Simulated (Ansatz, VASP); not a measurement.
Two plane-wave programs on AlGa3Sb2

```xyz
6
Lattice="4.8407 0.0000 0.0000 -2.4203 4.1921 0.0000 0.0000 0.0000 10.5282" Properties=species:S:1:pos:R:3 pbc="T T T"
Al    0.0000    0.0000    0.0000
Ga    0.0000    2.7948    5.2641
Ga    2.4203    1.3974    5.2641
Ga    0.0000    0.0000    5.2641
Sb    0.0000    0.0000    7.9691
Sb    0.0000    0.0000    2.5591
```

Alike in both runs: functional PBE; k mesh 12 × 12 × 4; occupations gaussian, width 0.1 eV; no spin polarisation.

Ansatz relaxed the structure, and its values are those at the end. VASP's run is a single point on that final structure, the one shown.

```csv
,VASP,Ansatz
version,VASP 6.6.1,Ansatz 0.2.0
potentials or method,"VASP PAW PBE potentials, release 64 (Al, Ga_d, Sb), cutoff 520 eV","scalar-relativistic, plane waves, PAW"
valence electrons in the cell,52,72
```

Ansatz gave:

- gap on the k mesh at the Fermi level (eV): none
- pressure (GPa): 0.0
- rms of the force components (eV/Å): 0.000

Question: Which values does VASP return?

Answer: gap on the k mesh at the Fermi level (eV): none; pressure (GPa): 0.0; rms of the force components (eV/Å): 0.009.

A gap of «none» marks a metal or a gap that the smearing closes. With one functional, cell and mesh, what is left measures potentials, basis and numerics. VASP's potentials hold 52 valence electrons a cell and Ansatz's 72, so a difference there can come from the potentials and not from the codes.

Spin-orbit coupling is off throughout.
